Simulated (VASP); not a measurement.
# Sn2As3 (P6/mmm) in VASP: further runs

Sn2As3 is run at these levels: PBE; tasks: single point, relaxation of cell and atoms.

All numbers are computed with VASP 6.6.1; they aren't measurements. Logs are shortened: lines on timing, memory, paths and dates and some standing lists are left out, and cuts for length are marked.

### Step 1. The cell of the first run

Symmetry: P6/mmm, No. 191, hexagonal system. Conventional cell: a = 5.817 Å, b = 5.817 Å, c = 4.924 Å, α = 90.00°, β = 90.00°, γ = 120.00°. Sn (site symmetry -6m2) has 6 As at 2.98 Å and 3 Sn at 3.36 Å within 3.9 Å. Within 3.8 Å of As (site symmetry mmm) lie 4 As at 2.91 Å and 4 Sn at 2.98 Å.

### Step 2. Single point, PBE

INCAR reads:

```
SYSTEM = Sn2As3
ALGO = Normal
EDIFF = 1E-6
ENCUT = 520
GGA = PE
ISIF = 2
ISMEAR = 0
LASPH = .TRUE.
LCHARG = .TRUE.
LELF = .TRUE.
LREAL = .FALSE.
LVHAR = .TRUE.
LWAVE = .FALSE.
NBANDS = 30
NELM = 100
PREC = Accurate
SIGMA = 0.1
```

KPOINTS reads:

```
k-points
0
G
  6 6 2
  0 0 0
```

POSCAR reads:

```
Sn2As3
1.0
    5.8172829106      0.0000000038      0.0000000000
   -2.9086414586      5.0379147797      0.0000000000
    0.0000000000      0.0000000000      4.9240777736
Sn As
2 3
Direct
    0.3333333333      0.6666666667      0.0000000000
    0.6666666667      0.3333333333      0.0000000000
    0.5000000000      0.0000000000      0.5000000000
    0.0000000000      0.5000000000      0.5000000000
    0.5000000000      0.5000000000      0.5000000000
```

Potentials or basis: VASP PAW PBE potentials, release 64 (Sn_d, As).

The run is started by

```sh
> cat potpaw_PBE.64/Sn_d/POTCAR potpaw_PBE.64/As/POTCAR > POTCAR
> mpirun -np 1 vasp_std > vasp.out
```

OUTCAR:

```text
SYSTEM = Sn2As3
   EDIFF = 1E-6
   ENCUT = 520
   GGA = PE
   ISIF = 2
   ISMEAR = 0
   LASPH = .TRUE.
   LREAL = .FALSE.
   NELM = 100
   PREC = Accurate

 ion  position               nearest neighbor table
   1  0.333  0.667  0.000-   4 2.98   4 2.98   3 2.98   3 2.98   5 2.98   5 2.98   2 3.36   2 3.36
                             2 3.36
   2  0.667  0.333  0.000-   4 2.98   4 2.98   3 2.98   3 2.98   5 2.98   5 2.98   1 3.36   1 3.36
                             1 3.36
   3  0.500  0.000  0.500-   4 2.91   4 2.91   5 2.91   5 2.91   1 2.98   2 2.98   1 2.98   2 2.98

   4  0.000  0.500  0.500-   5 2.91   5 2.91   3 2.91   3 2.91   1 2.98   2 2.98   1 2.98   2 2.98

   5  0.500  0.500  0.500-   4 2.91   4 2.91   3 2.91   3 2.91   1 2.98   2 2.98   1 2.98   2 2.98

  LATTYP: Found a hexagonal cell.
 ALAT       =     5.8172829106
 C/A-ratio  =     0.8464566447

  Lattice vectors:

 A1 = (   5.8172829106,   0.0000000038,   0.0000000000)
 A2 = (  -2.9086414586,   5.0379147797,   0.0000000000)
 A3 = (   0.0000000000,   0.0000000000,   4.9240777736)

Analysis of symmetry for initial positions (statically):
=====================================================================
 Subroutine PRICEL returns:
 Original cell was already a primitive cell.

 Routine SETGRP: Setting up the symmetry group for a
 hexagonal supercell.

 Subroutine GETGRP returns: Found 24 space group operations
 (whereof 24 operations were pure point group operations)
 out of a pool of 24 trial point group operations.

The static configuration has the point symmetry D_6h.

Analysis of symmetry for dynamics (positions and initial velocities):
=====================================================================
 Subroutine PRICEL returns:
 Original cell was already a primitive cell.

 Routine SETGRP: Setting up the symmetry group for a
 hexagonal supercell.

 Subroutine GETGRP returns: Found 24 space group operations
 (whereof 24 operations were pure point group operations)
 out of a pool of 24 trial point group operations.

The dynamic configuration has the point symmetry D_6h.

 Subroutine INISYM returns: Found 24 space group operations
 (whereof 24 operations are pure point group operations),
 and found     1 'primitive' translations

----------------------------------------------------------------------------------------

                                     Primitive cell

  volume of cell :     144.3098

  direct lattice vectors                    reciprocal lattice vectors
     5.817282911  0.000000004  0.000000000     0.171901559  0.099247411  0.000000000
    -2.908641459  5.037914780  0.000000000    -0.000000000  0.198494822  0.000000000
     0.000000000  0.000000000  4.924077774     0.000000000  0.000000000  0.203083714

  length of vectors
     5.817282911  5.817282911  4.924077774     0.198494822  0.198494822  0.203083714

  position of ions in fractional coordinates (direct lattice)
     0.333333333  0.666666667  0.000000000
     0.666666667  0.333333333  0.000000000
     0.500000000  0.000000000  0.500000000
     1.000000000  0.500000000  0.500000000
     0.500000000  0.500000000  0.500000000

  ion indices of the primitive-cell ions
   primitive index   ion index
                 1           1
                 2           2
                 3           3
                 4           4
                 5           5

----------------------------------------------------------------------------------------

 KPOINTS: k-points

Automatic generation of k-mesh.
 Grid dimensions read from file:
 generate k-points for:    6    6    2

 Generating k-lattice:

  Cartesian coordinates                     Fractional coordinates (reciprocal lattice)
     0.028650260  0.016541235  0.000000000     0.166666667 -0.000000000  0.000000000
    -0.000000000  0.033082470  0.000000000     0.000000000  0.166666667  0.000000000
     0.000000000  0.000000000  0.101541857     0.000000000  0.000000000  0.500000000

  Length of vectors
     0.033082470  0.033082470  0.101541857

  Shift w.r.t. Gamma in fractional coordinates (k-lattice)
     0.000000000  0.000000000  0.000000000

 Subroutine IBZKPT returns following result:
 ===========================================

 Found     14 irreducible k-points:

 Following reciprocal coordinates:
            Coordinates               Weight
  0.000000  0.000000  0.000000      1.000000
  0.166667  0.000000  0.000000      6.000000
  0.333333  0.000000  0.000000      6.000000
  0.500000  0.000000  0.000000      3.000000
  0.166667  0.166667  0.000000      6.000000
  0.333333  0.166667  0.000000     12.000000
  0.333333  0.333333  0.000000      2.000000
  0.000000  0.000000  0.500000      1.000000
  0.166667  0.000000  0.500000      6.000000
  0.333333  0.000000  0.500000      6.000000
  0.500000  0.000000  0.500000      3.000000
  0.166667  0.166667  0.500000      6.000000
  0.333333  0.166667  0.500000     12.000000
  0.333333  0.333333  0.500000      2.000000
   k-points           NKPTS =     14   k-points in BZ     NKDIM =     14   number of bands    NBANDS=     30
   number of dos      NEDOS =    301   number of ions     NIONS =      5
   total plane-waves  NPLWV =  92160
   dimension x,y,z NGX =    48 NGY =   48 NGZ =   40
   dimension x,y,z NGXF=    96 NGYF=   96 NGZF=   80
   ions per type =               2   3
   NGX,Y,Z   is equivalent  to a cutoff of  13.72, 13.72, 13.50 a.u.
   NGXF,Y,Z  is equivalent  to a cutoff of  27.43, 27.43, 27.01 a.u.
 SYSTEM =  Sn2As3
   PREC   = accura    normal or accurate (medium, high low for compatibility)
   ISTART =      0    job   : 0-new  1-cont  2-samecut
   ICHARG =      2    charge: 1-file 2-atom 10-const
   ISPIN  =      1    spin polarized calculation?
   LNONCOLLINEAR =      F non collinear calculations
   LSORBIT =      F    spin-orbit coupling
   LASPH  =      T    aspherical Exc in radial PAW
   ENCUT  =  520.0 eV  38.22 Ry    6.18 a.u.  10.82 10.82  9.16*2*pi/ulx,y,z
   NELM   =    100;   NELMIN=  2; NELMDL= -5     # of ELM steps
   EDIFF  = 0.1E-05   stopping-criterion for ELM
   LREAL  =      F    real-space projection
   EDIFFG = 0.1E-04   stopping-criterion for IOM
   NSW    =      0    number of steps for IOM
   IBRION =     -1    ionic relax: 0-MD 1-quasi-New 2-CG
   NFREE  =      0    steps in history (QN), initial steepest desc. (CG)
   ISIF   =      2    stress and relaxation
   ISYM   =      2    0-nonsym 1-usesym 2-fastsym
   POTIM  = 0.5000    time-step for ionic-motion
   TEBEG  =    0.0;   TEEND  =   0.0 temperature during run
   PSTRESS=    0.0 pullay stress
   NELECT =      43.0000    total number of electrons
   NUPDOWN=      -1.0000    fix difference up-down
   EMIN   =  10.00;   EMAX   =-10.00  energy-range for DOS
   EFERMI =   0.00;   METHOD = LEGACY
   ISMEAR =     0;   SIGMA  =   0.10  broadening in eV -4-tet -1-fermi 0-gaus
   EFERMI_NEDOS =   21; number of points for ismear=-14 and -15
   IALGO  =     38    algorithm
   IMIX   =      4    mixing-type and parameters
     AMIX     =   0.40;   BMIX     =  1.00
     AMIX_MAG =   1.60;   BMIX_MAG =  1.00
  volume/ion in A,a.u.               =      28.86       194.77
  Fermi-wavevector in a.u.,A,eV,Ry     =   1.093450  2.066321 16.267580  1.195633
  Thomas-Fermi vector in A             =   2.229736
   LORBIT       =      0    0 simple, 1 ext, 2 COOP (PROOUT), +10 PAW based schemes
   GGA     = PE    functional components
   LHFCALC =     F    Hartree Fock is set to
   AEXX    =    0.0000 exact exchange contribution
   IVDW    =     0    specifies the selected vdW correction
   LEPSILON=     F    determine dielectric tensor
   LRPA    =     F    only Hartree local field effects (RPA)
 non-spin polarized calculation
 Gauss-broadening in eV      SIGMA  =   0.10
  energy-cutoff  :      520.00
  volume of cell :      144.31
 maximum number of plane-waves:      3909
 NGX is ok and might be reduce to    48
   NGX = 21   NGY = 21   NGZ = 19

 number of electron      42.9999987 magnetization

 Free energy of the ion-electron system (eV)
  ---------------------------------------------------
  ext. energy  EPLUGINS =         0.00000000
  ---------------------------------------------------
  free energy    TOTEN  =       -20.65655540 eV

  energy without entropy =      -20.65038783  energy(sigma->0) =      -20.65347161

 E-fermi :   4.4378     XC(G=0):  -8.9072

 val. band max:        4.4324819318   @ k =   0.3333   0.3333   0.5000
 cond. band min:       4.7192734351   @ k =   0.0000   0.0000   0.0000
 fundamental gap:      0.2867915033
 Fermi energy:         4.4378035451

 k-point     1 :       0.0000    0.0000    0.0000
  band No.  band energies     occupation
      1     -17.1758      2.00000
      2     -17.1413      2.00000
      3     -17.1413      2.00000
      4     -17.1200      2.00000
      5     -17.1200      2.00000
      6     -17.1138      2.00000
[... 22 lines left out ...]
     29       8.8187      0.00000
     30       8.8187      0.00000

 k-point     2 :       0.1667    0.0000    0.0000
  band No.  band energies     occupation
      1     -17.1741      2.00000
      2     -17.1420      2.00000
      3     -17.1393      2.00000
      4     -17.1335      2.00000
      5     -17.1273      2.00000
      6     -17.1056      2.00000
[... 22 lines left out ...]
     29       8.3051      0.00000
     30       8.8289      0.00000

 k-point     3 :       0.3333    0.0000    0.0000
  band No.  band energies     occupation
      1     -17.1692      2.00000
      2     -17.1490      2.00000
      3     -17.1433      2.00000
      4     -17.1383      2.00000
      5     -17.1341      2.00000
      6     -17.1081      2.00000
[... 22 lines left out ...]
     29       9.3600      0.00000
     30       9.4233      0.00000

 k-point     4 :       0.5000    0.0000    0.0000
  band No.  band energies     occupation
      1     -17.1631      2.00000
      2     -17.1589      2.00000
      3     -17.1440      2.00000
      4     -17.1429      2.00000
      5     -17.1306      2.00000
      6     -17.1118      2.00000
[... 22 lines left out ...]
     29      10.0032      0.00000
     30      10.4470      0.00000

 k-point     5 :       0.1667    0.1667    0.0000
  band No.  band energies     occupation
      1     -17.1708      2.00000
      2     -17.1438      2.00000
      3     -17.1432      2.00000
      4     -17.1384      2.00000
      5     -17.1352      2.00000
      6     -17.1069      2.00000
[... 22 lines left out ...]
     29       8.9685      0.00000
     30       9.2904      0.00000
[... 196 lines left out ...]
     29       8.7714      0.00000
     30       8.9063      0.00000

 k-point    12 :       0.1667    0.1667    0.5000
  band No.  band energies     occupation
      1     -17.1616      2.00000
      2     -17.1481      2.00000
      3     -17.1398      2.00000
      4     -17.1397      2.00000
      5     -17.1378      2.00000
      6     -17.1096      2.00000
[... 22 lines left out ...]
     29       8.8341      0.00000
     30       9.5113      0.00000

 k-point    13 :       0.3333    0.1667    0.5000
  band No.  band energies     occupation
      1     -17.1574      2.00000
      2     -17.1502      2.00000
      3     -17.1496      2.00000
      4     -17.1453      2.00000
      5     -17.1333      2.00000
      6     -17.1163      2.00000
[... 22 lines left out ...]
     29       8.4095      0.00000
     30       8.9154      0.00000

 k-point    14 :       0.3333    0.3333    0.5000
  band No.  band energies     occupation
      1     -17.1541      2.00000
      2     -17.1518      2.00000
      3     -17.1518      2.00000
      4     -17.1505      2.00000
      5     -17.1248      2.00000
      6     -17.1248      2.00000
[... 22 lines left out ...]
     29       8.4473      0.00000
     30       8.8267      0.00000

------------------------ aborting loop because EDIFF is reached ----------------------------------------

  FORCE on cell =-STRESS in cart. coord.  units (eV):
  Direction    XX          YY          ZZ          XY          YZ          ZX
  --------------------------------------------------------------------------------------
  -------------------------------------------------------------------------------------
  Total       -0.2159045     -0.2159045     -0.0857232      0.0000000     -0.0000000      0.0000000
  in kB       -2.3970466     -2.3970466     -0.9517287      0.0000000     -0.0000000      0.0000000
  external PRESSURE =      -1.9152739 kB  Pullay stress =       0.0000000 kB

 VOLUME and BASIS-vectors are now :
 -----------------------------------------------------------------------------
  energy-cutoff  :      520.00
  volume of cell :      144.31
      direct lattice vectors                 reciprocal lattice vectors
     5.817282911  0.000000004  0.000000000     0.171901559  0.099247411  0.000000000
    -2.908641459  5.037914780  0.000000000    -0.000000000  0.198494822  0.000000000
     0.000000000  0.000000000  4.924077774     0.000000000  0.000000000  0.203083714

 POSITION                                       TOTAL-FORCE (eV/Angst)
 -----------------------------------------------------------------------------------
     -0.00000      3.35861      0.00000        -0.000000      0.000000      0.000000
      2.90864      1.67930      0.00000         0.000000     -0.000000      0.000000
      2.90864      0.00000      2.46204         0.000000      0.000000      0.000000
     -1.45432      2.51896      2.46204         0.000000      0.000000      0.000000
      1.45432      2.51896      2.46204         0.000000      0.000000      0.000000
 -----------------------------------------------------------------------------------
    total drift:                               -0.000000      0.000000      0.000000

  FREE ENERGIE OF THE ION-ELECTRON SYSTEM (eV)
  ---------------------------------------------------
  free  energy   TOTEN  =       -20.6565553978 eV

  energy  without entropy=      -20.6503878312  energy(sigma->0) =      -20.65347161
```

It took 43 s on 1 thread of AMD EPYC 9R45 (Zen 5), shared host; peak memory 0.27 GiB.

What came out:

- Free energy: -20.6566 eV
- Pressure: -0.2 GPa

Caveat: the k points lie up to 0.64 Å⁻¹ apart; spin-orbit coupling is left out, which moves the levels of the heavy elements.

### Step 3. Relaxation of cell and atoms, PBE

This run uses another cell than the first one, of 31.47 Å³/atom, 1.090 times its volume.

INCAR reads:

```
SYSTEM = Sn2As3
PREC = Accurate
ENCUT = 600
EDIFF = 1E-6
ISMEAR = 0
SIGMA = 0.1
LREAL = .False.
LASPH = .True.
NELM = 80
ALGO = Normal
ISIF = 3
LWAVE = .False.
LCHARG = .False.
GGA = PE
IBRION = 2
NSW = 90
EDIFFG = -0.04
```

KPOINTS reads:

```
Automatic mesh
0
Gamma
  6 6 2
  0 0 0
```

POSCAR reads:

```
Sn2As3
1.0
    4.4371834700      0.0000000000      0.0000000000
   -2.2185917400      3.8427136100      0.0000000000
    0.0000000000      0.0000000000      9.2272983700
Sn As
2 3
Direct
    0.3333333300      0.6666666700      0.0000000000
    0.6666666700      0.3333333300      0.0000000000
    0.5000000000      0.0000000000      0.5000000000
    0.0000000000      0.5000000000      0.5000000000
    0.5000000000      0.5000000000      0.5000000000
```

Potentials or basis: VASP PAW PBE potentials, release 64 (Sn_d, As).

The run is started by

```sh
> cat potpaw_PBE.64/Sn_d/POTCAR potpaw_PBE.64/As/POTCAR > POTCAR
> mpirun -np 1 vasp_std > vasp.out
```

It took 43 min on 1 thread of Oxide Virtual Turin-like, shared host; peak memory 0.33 GiB.

It converged, with:

- Free energy: -20.6474 eV
- Relaxed volume: 28.71 Å³/atom
- Relaxed cell: a = 5.801 Å, b = 5.801 Å, c = 4.926 Å, α = 90.00°, β = 90.00°, γ = 120.00°
- Space group after relaxing (to 0.05 Å): P6/mmm (No. 191)
- Energy gained by relaxing: 1200.8 meV/atom
- Ionic steps: 38
- Pressure after relaxing: 0.0 GPa

Step by step:
| step | energy change (eV) | largest force (eV/Å) | pressure (GPa) | volume (Å³) |
| --- | --- | --- | --- | --- |
| 1 | 0.0000 | 0.0000 | 23.50 | 157.33 |
| 2 | -1.2410 | 0.0000 | -5.49 | 279.78 |
| 3 | -3.6584 | 0.0000 | -0.67 | 207.42 |
| 4 | -3.6635 | 0.0000 | -0.44 | 206.00 |
| 5 | -3.6658 | 0.0000 | -0.15 | 204.27 |
| 6 | -3.6652 | 0.0000 | 0.02 | 203.28 |
| 7 | -3.6673 | 0.0000 | 0.03 | 202.44 |
| 8 | -3.6744 | 0.0000 | 0.09 | 199.95 |
| 9 | -3.6930 | 0.0000 | 0.19 | 194.96 |
| 10 | -3.7553 | 0.0000 | 0.26 | 184.96 |
| 11 | -4.0520 | 0.0000 | 0.78 | 164.92 |
| 12 | -4.0745 | 0.0000 | 10.83 | 124.68 |
| 13 | -4.5118 | 0.0000 | 1.89 | 147.76 |
| 14 | -4.5004 | 0.0000 | 4.60 | 136.99 |
| 15 | -4.5499 | 0.0000 | 2.98 | 142.35 |
| 16 | -4.5505 | 0.0000 | 2.99 | 142.25 |
| 17 | -4.5520 | 0.0000 | 3.06 | 141.97 |
| 18 | -4.5537 | 0.0000 | 3.18 | 141.39 |
| 19 | -4.5558 | 0.0000 | 3.13 | 141.48 |
| 20 | -4.5620 | 0.0000 | 3.03 | 141.73 |
| 21 | -4.5740 | 0.0000 | 2.85 | 142.23 |
| 22 | -4.5958 | 0.0000 | 2.48 | 143.25 |
| 23 | -4.6322 | 0.0000 | 1.81 | 145.28 |
| 24 | -4.6791 | 0.0000 | 0.57 | 149.41 |
| 25 | -4.6782 | 0.0000 | -1.57 | 157.85 |
| 26 | -4.6940 | 0.0000 | -0.56 | 153.58 |
| 27 | -4.7015 | 0.0000 | -0.55 | 153.42 |
| 28 | -4.7231 | 0.0000 | -0.55 | 152.93 |
| 29 | -4.7535 | 0.0000 | -0.47 | 151.87 |
| 30 | -4.8505 | 0.0000 | 0.04 | 149.48 |
| 31 | -5.4433 | 0.0000 | -0.35 | 143.48 |
| 32 | -3.6532 | 0.0000 | 18.38 | 126.34 |
| 33 | -5.9733 | 0.0000 | 1.86 | 138.46 |
| 34 | -5.9777 | 0.0000 | 1.72 | 139.86 |
| 35 | -5.9808 | 0.0000 | 1.75 | 139.30 |
| 36 | -5.9967 | 0.0000 | 0.96 | 141.13 |
| 37 | -6.0037 | 0.0000 | -0.13 | 143.92 |
| 38 | -6.0039 | 0.0000 | 0.01 | 143.57 |

Final structure:
```
Sn As
1.0
     5.80115    0.00000    0.00000
    -2.90057    5.02394    0.00000
     0.00000    0.00000    4.92603
Sn As
2 3
Direct
  0.33333 0.66667 0.00000
  0.66667 0.33333 0.00000
  0.50000 0.00000 0.50000
  0.00000 0.50000 0.50000
  0.50000 0.50000 0.50000
```

Levels at points of the mesh, in eV from the Fermi level:
```csv
k point,band 18,band 19,band 20,band 21,band 22,band 23,band 24,band 25
"(0.00, 0.00, 0.00)",-3.31,-1.82,-0.55,-0.55,-0.07,-0.07,0.27,2.92
"(0.50, 0.00, 0.00)",-3.19,-1.37,-0.96,-0.82,-0.79,-0.65,-0.07,1.42
"(0.00, 0.00, 0.50)",-3.40,-2.90,-2.90,1.23,1.23,1.52,2.36,4.55
"(0.50, 0.00, 0.50)",-1.40,-1.16,-0.90,-0.38,-0.32,1.11,2.55,3.48
```

Caveat: spin-orbit coupling is left out, which moves the levels of the heavy elements.
